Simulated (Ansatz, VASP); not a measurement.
# Pt in VASP and in Ansatz

```
Pt
1.0
     1.37186   -4.34095    0.00000
     1.37186    4.34095    0.00000
     0.00000    0.00000    2.73967
Pt
2
Direct
  0.86773 0.13227 0.25000
  0.13227 0.86773 0.75000
```

Alike in both runs: functional PBE; k mesh 6 × 6 × 6; occupations gaussian, width 0.1 eV; no spin polarisation.

Ansatz relaxed the structure, and its values are those at the end. VASP's run is a single point on that final structure, the one shown.

```csv
,VASP,Ansatz
version,VASP 6.6.1,Ansatz 0.2.0
potentials or method,"VASP PAW PBE potentials, release 64 (Pt), cutoff 520 eV","scalar-relativistic, plane waves, PAW"
valence electrons in the cell,20,36
```

|  | VASP | Ansatz | Ansatz less VASP |
| --- | --- | --- | --- |
| gap on the k mesh at the Fermi level (eV) | none | none | - |
| pressure (GPa) | -0.4 | 0.1 | +0.53 |

A gap of «none» marks a metal or a gap that the smearing closes. VASP's potentials hold 20 valence electrons a cell and Ansatz's 36, so a difference there can come from the potentials and not from the codes.

The k mesh is coarse, so the values compare programs but aren't converged. Spin-orbit coupling is off throughout.
